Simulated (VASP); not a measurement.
# W in VASP: single point with PBE

Aim: the single point of W with PBE.

Everything below comes from runs of VASP 6.6.1. Logs are shortened: lines on timing, memory, paths and dates and some standing lists are left out, and cuts for length are marked.

### Step 1. The cell of the first run

The cell holds a slab with vacuum, 3 atoms: a = 2.757 Å, b = 2.757 Å, c = 17.502 Å, α = 90.00°, β = 90.00°, γ = 109.47°.

### Step 2. Single point, PBE

Input file INCAR:

```
SYSTEM = W
ALGO = Normal
DIPOL = 0.5 0.5 0.500
EDIFF = 1E-6
ENCUT = 400
GGA = PE
GGA_COMPAT = .FALSE.
IDIPOL = 3
ISIF = 2
ISMEAR = -1
LASPH = .TRUE.
LCHARG = .FALSE.
LDIPOL = .TRUE.
LREAL = .FALSE.
LWAVE = .FALSE.
NBANDS = 28
NELM = 120
NELMDL = -8
PREC = Accurate
SIGMA = 0.1
```

Input file KPOINTS:

```
k-points
0
G
  13 13 1
  0 0 0
```

Input file POSCAR:

```
W
1.0
    2.7570193916      0.0000000000      0.0000000000
   -0.9190064639      2.5993428103      0.0000000000
    0.0000000000      0.0000000000     17.5022000000
W
3
Direct
    0.0000000000      0.0000000000      0.3752829530
    0.5000000000      0.5000000000      0.4999999999
    0.0000000000      0.0000000000      0.6247170471
```

Potentials or basis: VASP PAW PBE potentials, release 64 (W_sv).

Run with:

```sh
cat potpaw_PBE.64/W_sv/POTCAR > POTCAR
mpirun -np 1 vasp_std > vasp.out
```

OUTCAR:

```text
SYSTEM = W
   EDIFF = 1E-6
   ENCUT = 400
   GGA = PE
   ISIF = 2
   ISMEAR = -1
   LASPH = .TRUE.
   LREAL = .FALSE.
   NELM = 120
   NELMDL = -8
   PREC = Accurate

 ion  position               nearest neighbor table
   1  0.000  0.000  0.375-   2 2.70   2 2.70   2 3.14   2 3.14
   2  0.500  0.500  0.500-   1 2.70   1 2.70   3 2.70   3 2.70   1 3.14   1 3.14   3 3.14   3 3.14

   3  0.000  0.000  0.625-   2 2.70   2 2.70   2 3.14   2 3.14

  LATTYP: Found a base centered orthorhombic cell.
 ALAT       =     3.1835317759
 B/A-ratio  =     1.4142135624
 C/A-ratio  =     5.4977305811

  Lattice vectors:

 A1 = (   2.7570193916,   0.0000000000,   0.0000000000)
 A2 = (  -0.9190064639,   2.5993428103,   0.0000000000)
 A3 = (   0.0000000000,   0.0000000000,  17.5022000000)

Analysis of symmetry for initial positions (statically):
=====================================================================
 Subroutine PRICEL returns:
 Original cell was already a primitive cell.

 Routine SETGRP: Setting up the symmetry group for a
 base centered orthorhombic supercell.

 Subroutine GETGRP returns: Found  8 space group operations
 (whereof  8 operations were pure point group operations)
 out of a pool of  8 trial point group operations.

The static configuration has the point symmetry D_2h.

Analysis of symmetry for dynamics (positions and initial velocities):
=====================================================================
 Subroutine PRICEL returns:
 Original cell was already a primitive cell.

 Routine SETGRP: Setting up the symmetry group for a
 base centered orthorhombic supercell.

 Subroutine GETGRP returns: Found  8 space group operations
 (whereof  8 operations were pure point group operations)
 out of a pool of  8 trial point group operations.

The dynamic configuration has the point symmetry D_2h.

 Subroutine INISYM returns: Found  8 space group operations
 (whereof  8 operations are pure point group operations),
 and found     1 'primitive' translations

----------------------------------------------------------------------------------------

                                     Primitive cell

  volume of cell :     125.4284

  direct lattice vectors                    reciprocal lattice vectors
     2.757019392  0.000000000  0.000000000     0.362710543  0.128237542  0.000000000
    -0.919006464  2.599342810  0.000000000     0.000000000  0.384712627  0.000000000
     0.000000000  0.000000000 17.502200000     0.000000000  0.000000000  0.057135674

  length of vectors
     2.757019392  2.757019392 17.502200000     0.384712627  0.384712627  0.057135674

  position of ions in fractional coordinates (direct lattice)
     0.000000000  0.000000000  0.375282953
     0.500000000  0.500000000  0.500000000
     0.000000000  0.000000000  0.624717047

  ion indices of the primitive-cell ions
   primitive index   ion index
                 1           1
                 2           2
                 3           3

----------------------------------------------------------------------------------------

 KPOINTS: k-points

Automatic generation of k-mesh.
 Grid dimensions read from file:
 generate k-points for:   13   13    1

 Generating k-lattice:

  Cartesian coordinates                     Fractional coordinates (reciprocal lattice)
     0.027900811  0.009864426  0.000000000     0.076923077  0.000000000  0.000000000
     0.000000000  0.029593279  0.000000000     0.000000000  0.076923077  0.000000000
     0.000000000  0.000000000  0.057135674     0.000000000  0.000000000  1.000000000

  Length of vectors
     0.029593279  0.029593279  0.057135674

  Shift w.r.t. Gamma in fractional coordinates (k-lattice)
     0.000000000  0.000000000  0.000000000

 Subroutine IBZKPT returns following result:
 ===========================================

 Found     49 irreducible k-points:

 Following reciprocal coordinates:
            Coordinates               Weight
  0.000000  0.000000  0.000000      1.000000
  0.076923  0.000000  0.000000      4.000000
  0.153846  0.000000  0.000000      4.000000
  0.230769  0.000000  0.000000      4.000000
  0.307692  0.000000  0.000000      4.000000
  0.384615 -0.000000  0.000000      4.000000
[... 16 lines left out ...]
  0.384615  0.153846  0.000000      4.000000
  0.461538  0.153846  0.000000      4.000000
 [... further k-points ...]
   k-points           NKPTS =     49   k-points in BZ     NKDIM =     49   number of bands    NBANDS=     28
   number of dos      NEDOS =    301   number of ions     NIONS =      3
   total plane-waves  NPLWV =  38880
   dimension x,y,z NGX =    18 NGY =   18 NGZ =  120
   dimension x,y,z NGXF=    36 NGYF=   36 NGZF=  240
   ions per type =               3
   NGX,Y,Z   is equivalent  to a cutoff of  10.85, 10.85, 11.40 a.u.
   NGXF,Y,Z  is equivalent  to a cutoff of  21.71, 21.71, 22.80 a.u.
 SYSTEM =  W
   PREC   = accura    normal or accurate (medium, high low for compatibility)
   ISTART =      0    job   : 0-new  1-cont  2-samecut
   ICHARG =      2    charge: 1-file 2-atom 10-const
   ISPIN  =      1    spin polarized calculation?
   LNONCOLLINEAR =      F non collinear calculations
   LSORBIT =      F    spin-orbit coupling
   LASPH  =      T    aspherical Exc in radial PAW
   ENCUT  =  400.0 eV  29.40 Ry    5.42 a.u.   4.50  4.50 28.54*2*pi/ulx,y,z
   NELM   =    120;   NELMIN=  2; NELMDL= -8     # of ELM steps
   EDIFF  = 0.1E-05   stopping-criterion for ELM
   LREAL  =      F    real-space projection
   EDIFFG = 0.1E-04   stopping-criterion for IOM
   NSW    =      0    number of steps for IOM
   IBRION =     -1    ionic relax: 0-MD 1-quasi-New 2-CG
   NFREE  =      0    steps in history (QN), initial steepest desc. (CG)
   ISIF   =      2    stress and relaxation
   ISYM   =      2    0-nonsym 1-usesym 2-fastsym
   POTIM  = 0.5000    time-step for ionic-motion
   TEBEG  =    0.0;   TEEND  =   0.0 temperature during run
   PSTRESS=    0.0 pullay stress
   NELECT =      42.0000    total number of electrons
   NUPDOWN=      -1.0000    fix difference up-down
   EMIN   =  10.00;   EMAX   =-10.00  energy-range for DOS
   EFERMI =   0.00;   METHOD = LEGACY
   ISMEAR =    -1;   SIGMA  =   0.10  broadening in eV -4-tet -1-fermi 0-gaus
   EFERMI_NEDOS =   21; number of points for ismear=-14 and -15
   IALGO  =     38    algorithm
   IMIX   =      4    mixing-type and parameters
     AMIX     =   0.40;   BMIX     =  1.00
     AMIX_MAG =   1.60;   BMIX_MAG =  1.00
  volume/ion in A,a.u.               =      41.81       282.14
  Fermi-wavevector in a.u.,A,eV,Ry     =   1.136822  2.148283 17.583693  1.292365
  Thomas-Fermi vector in A             =   2.273527
   LORBIT       =      0    0 simple, 1 ext, 2 COOP (PROOUT), +10 PAW based schemes
   GGA     = PE    functional components
   LHFCALC =     F    Hartree Fock is set to
   AEXX    =    0.0000 exact exchange contribution
   IVDW    =     0    specifies the selected vdW correction
   LEPSILON=     F    determine dielectric tensor
   LRPA    =     F    only Hartree local field effects (RPA)
 non-spin polarized calculation
  energy-cutoff  :      400.00
  volume of cell :      125.43
 maximum number of plane-waves:      2327
 NGX is ok and might be reduce to    18
   NGX =  9   NGY =  9   NGZ = 57

 dipolmoment           0.000000      0.000000      0.000000 electrons x Angstroem

 number of electron      42.0000021 magnetization

 dipolmoment           0.000000      0.000000     -0.000000 electrons x Angstroem

 Free energy of the ion-electron system (eV)
  ---------------------------------------------------
  ext. energy  EPLUGINS =         0.00000000
  ---------------------------------------------------
  free energy    TOTEN  =       -35.91521183 eV

  energy without entropy =      -35.82681697  energy(sigma->0) =      -35.87101440

 E-fermi :   1.4066     XC(G=0):  -6.3781

 val. band max:        1.3822679638   @ k =  -0.4615   0.4615   0.0000
 cond. band min:       1.4227655216   @ k =   0.4615   0.3077   0.0000
 fundamental gap:      0.0404975578
 Fermi energy:         1.4065862286

 k-point     1 :       0.0000    0.0000    0.0000
  band No.  band energies     occupation
      1     -72.7340      2.00000
      2     -72.5624      2.00000
      3     -72.5437      2.00000
      4     -37.4340      2.00000
      5     -36.9380      2.00000
      6     -36.6909      2.00000
[... 20 lines left out ...]
     27       3.7135      0.00000
     28       3.8936      0.00000

 k-point     2 :       0.0769    0.0000    0.0000
  band No.  band energies     occupation
      1     -72.7295      2.00000
      2     -72.5589      2.00000
      3     -72.5411      2.00000
      4     -37.4182      2.00000
      5     -36.9616      2.00000
      6     -36.6871      2.00000
[... 20 lines left out ...]
     27       3.8018      0.00000
     28       4.0008      0.00000

 k-point     3 :       0.1538    0.0000    0.0000
  band No.  band energies     occupation
      1     -72.7169      2.00000
      2     -72.5492      2.00000
      3     -72.5341      2.00000
      4     -37.3743      2.00000
      5     -37.0363      2.00000
      6     -36.6892      2.00000
[... 20 lines left out ...]
     27       3.7308      0.00000
     28       4.2704      0.00000

 k-point     4 :       0.2308    0.0000    0.0000
  band No.  band energies     occupation
      1     -72.6989      2.00000
      2     -72.5355      2.00000
      3     -72.5244      2.00000
      4     -37.3152      2.00000
      5     -37.1664      2.00000
      6     -36.7210      2.00000
[... 20 lines left out ...]
     27       3.7283      0.00000
     28       4.3645      0.00000

 k-point     5 :       0.3077    0.0000    0.0000
  band No.  band energies     occupation
      1     -72.6795      2.00000
      2     -72.5209      2.00000
      3     -72.5143      2.00000
      4     -37.3285      2.00000
      5     -37.2720      2.00000
      6     -36.8469      2.00000
[... 20 lines left out ...]
     27       4.2505      0.00000
     28       4.4755      0.00000

 k-point     6 :       0.3846   -0.0000    0.0000
  band No.  band energies     occupation
      1     -72.6632      2.00000
      2     -72.5088      2.00000
      3     -72.5062      2.00000
      4     -37.4730      2.00000
      5     -37.2886      2.00000
      6     -37.0027      2.00000
[... 463 lines left out ...]
      5     -37.2246      2.00000
      6     -36.8055      2.00000
[... 20 lines left out ...]
     27       4.4471      0.00000
     28       4.9173      0.00000

 k-point    22 :       0.3077    0.1538    0.0000
  band No.  band energies     occupation
      1     -72.6596      2.00000
      2     -72.5069      2.00000
      3     -72.5059      2.00000
      4     -37.3693      2.00000
      5     -37.2128      2.00000
      6     -36.8832      2.00000
[... 20 lines left out ...]
     27       4.5250      0.00000
     28       5.1372      0.00000

 k-point    23 :       0.3846    0.1538    0.0000
  band No.  band energies     occupation
      1     -72.6478      2.00000
      2     -72.4964      2.00000
      3     -72.4963      2.00000
      4     -37.4662      2.00000
      5     -37.2521      2.00000
      6     -37.0132      2.00000
[... 20 lines left out ...]
     27       4.9774      0.00000
     28       5.6340      0.00000

 k-point    24 :       0.4615    0.1538    0.0000
  band No.  band energies     occupation
      1     -72.6438      2.00000
      2     -72.4913      2.00000
      3     -72.4901      2.00000
      4     -37.5120      2.00000
      5     -37.2842      2.00000
      6     -37.0863      2.00000
[... 20 lines left out ...]
     27       5.4355      0.00000
     28       6.9126      0.00000

 [... further k-points ...]

------------------------ aborting loop because EDIFF is reached ----------------------------------------

 vacuum level on the upper side and lower side of the slab       (xc-potential included)        -0.216        -0.216

  FORCE on cell =-STRESS in cart. coord.  units (eV):
  Direction    XX          YY          ZZ          XY          YZ          ZX
  --------------------------------------------------------------------------------------
  -------------------------------------------------------------------------------------
  Total       -3.2411527     -3.7912046      0.1000709     -0.7778909      0.0000000      0.0000000
  in kB      -41.4013068    -48.4274706      1.2782695     -9.9364962      0.0000000      0.0000000
  external PRESSURE =     -29.5168359 kB  Pullay stress =       0.0000000 kB

 VOLUME and BASIS-vectors are now :
 -----------------------------------------------------------------------------
  energy-cutoff  :      400.00
  volume of cell :      125.43
      direct lattice vectors                 reciprocal lattice vectors
     2.757019392  0.000000000  0.000000000     0.362710543  0.128237542  0.000000000
    -0.919006464  2.599342810  0.000000000     0.000000000  0.384712627  0.000000000
     0.000000000  0.000000000 17.502200000     0.000000000  0.000000000  0.057135674

 POSITION                                       TOTAL-FORCE (eV/Angst)
 -----------------------------------------------------------------------------------
      0.00000      0.00000      6.56828         0.000000     -0.000000     -0.032380
      0.91901      1.29967      8.75110         0.000000      0.000000      0.000000
      0.00000      0.00000     10.93392         0.000000      0.000000      0.032380
 -----------------------------------------------------------------------------------
    total drift:                                0.000000      0.000000      0.000000

  FREE ENERGIE OF THE ION-ELECTRON SYSTEM (eV)
  ---------------------------------------------------
  free  energy   TOTEN  =       -35.9152118350 eV

  energy  without entropy=      -35.8268169726  energy(sigma->0) =      -35.87101440

 vacuum level on the upper side and lower side of the slab         6.050         6.050
```

It took 71 s on 1 thread of Intel Xeon 6975P-C (Granite Rapids), shared host; peak memory 0.23 GiB.

Results:

| Item | Value |
| --- | --- |
| Free energy | -35.9152 eV |
| Largest force | 0.032 eV/Å |
| Band gap on the k mesh | zero (band 21 reaches 2.52 eV, above the bottom of band 22 at 0.73 eV) |

Forces in eV/Å, atoms in the order of the input:
```
W    0.000  0.000 -0.032
W    0.000  0.000  0.000
W    0.000  0.000  0.032
```

Levels at points of the mesh, in eV from the Fermi level:
| k point | band 19 | band 20 | band 21 | band 22 | band 23 | band 24 |
| --- | --- | --- | --- | --- | --- | --- |
| (0.00, 0.00, 0.00) | -1.26 | -1.04 | -0.64 | -0.55 | 0.75 | 1.82 |

Caveat: spin-orbit coupling is left out, which moves the levels of the heavy elements.
